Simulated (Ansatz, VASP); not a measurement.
# One calculation of PtS2, two programs

```
Pt S
1.0
     3.58570    0.00000    0.00000
    -1.79285    3.10531    0.00000
     0.00000    0.00000    5.94653
Pt S
1 2
Direct
  0.00000 0.00000 0.00000
  0.33333 0.66667 0.20532
  0.66667 0.33333 0.79468
```

Alike in both runs: functional PBE; k mesh 12 × 12 × 6; occupations gaussian, width 0.05 eV; no spin polarisation.

Ansatz relaxed the structure, and its values are those at the end. VASP's run is a single point on that final structure, the one shown.

|  | VASP | Ansatz |
| --- | --- | --- |
| version | VASP 6.6.1 | Ansatz 0.2.0 |
| potentials or method | VASP PAW PBE potentials, release 64 (Pt, S), cutoff 520 eV | scalar-relativistic, plane waves, PAW |
| valence electrons in the cell | 22 | 30 |

|  | VASP | Ansatz | Ansatz less VASP |
| --- | --- | --- | --- |
| gap on the k mesh at the Fermi level (eV) | 1.25 | 1.25 | -0.003 |
| least direct gap on the mesh (eV) | 1.38 | 1.37 | -0.004 |
| pressure (GPa) | -0.4 | 0.0 | +0.38 |
| rms of the force components (eV/Å) | 0.015 | 0.002 | -0.0126 |

VASP's potentials hold 22 valence electrons a cell and Ansatz's 30, so a difference there can come from the potentials and not from the codes. Ansatz's warnings: stress scf threshold loose.

Neither program's run includes spin-orbit coupling.
